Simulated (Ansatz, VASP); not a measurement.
# Two plane-wave programs on SiSeF2

INCAR

```
ALGO = Fast ; EDIFF = 1E-6
EDIFFG = -0.04 ; ENCUT = 600
GGA = PE ; IBRION = 2
ISIF = 3 ; ISMEAR = 0
LASPH = True ; LCHARG = False
LREAL = False ; LWAVE = False
NELM = 100 ; NSW = 90
PREC = Accurate ; SIGMA = 0.1
```

KPOINTS

```
k-points
0
Gamma
  4 4 6
```

POSCAR

```
SiSeF2
1.0
    4.7614077963      0.0000000000      0.0000000000
    0.0000000000      4.7614077963      0.0000000000
    0.0000000000      0.0000000000      2.7120070696
Si Se F
1 1 2
Direct
    0.5000000000      0.5000000000      0.5000000000
    0.0000000000      0.0000000000      0.0000000000
    0.0000000000      0.5000000000      0.0000000000
    0.5000000000      0.0000000000      0.0000000000
```

Input for Ansatz:

```yaml
crystal:
  lattice:
    - [4.7614077963, 0.0, 0.0]
    - [0.0, 4.7614077963, 0.0]
    - [0.0, 0.0, 2.7120070696]
  atoms:
    - { symbol: Si, position: [0.5, 0.5, 0.5] }
    - { symbol: Se, position: [0.0, 0.0, 0.0] }
    - { symbol: F, position: [0.0, 0.5, 0.0] }
    - { symbol: F, position: [0.5, 0.0, 0.0] }
basis:
  ecutwfc: 420
kpoints:
  mp_grid: { grid: [4, 4, 6] }
hamiltonian:
  xc: pbe
scf:
  occupations: { method: gaussian, width: 0.1 }
  lower_state_search: "off"
output:
  forces: true
  stress: true
  eigenvalues: true
relax:
  adjacent_minimum: "off"
  f_tol: 0.04
  max_steps: 70
  cell: { stress_tol: 0.4 }
```

Alike in both runs: task relaxation of cell and atoms; functional PBE; k mesh 4 × 4 × 6; occupations gaussian, width 0.1 eV; no spin polarisation.

```csv
,VASP,Ansatz
version,VASP 6.6.1,Ansatz 0.2.0
potentials or method,"VASP PAW PBE potentials, release 64 (Si, Se, F), cutoff 600 eV","scalar-relativistic, plane waves, PAW"
valence electrons in the cell,24,34
```

Ansatz gave:

```
gap on the k mesh at the Fermi level, each at its own relaxed structure (eV) : none
relaxed volume (Å³/atom)                                                     : 15.15
relaxed length of the cell vector where the two differ most in proportion (Å)              : 2.572
```

**Question.** What did VASP give for the same quantities?

**Answer.** gap on the k mesh at the Fermi level, each at its own relaxed structure (eV): none; relaxed volume (Å³/atom): 15.10; relaxed length of the cell vector where the two differ most in proportion (Å): 2.566.

A gap of «none» marks a metal or a gap that the smearing closes. VASP's potentials hold 24 valence electrons a cell and Ansatz's 34, so a difference there can come from the potentials and not from the codes.

The k mesh is coarse, so the values compare programs but aren't converged.
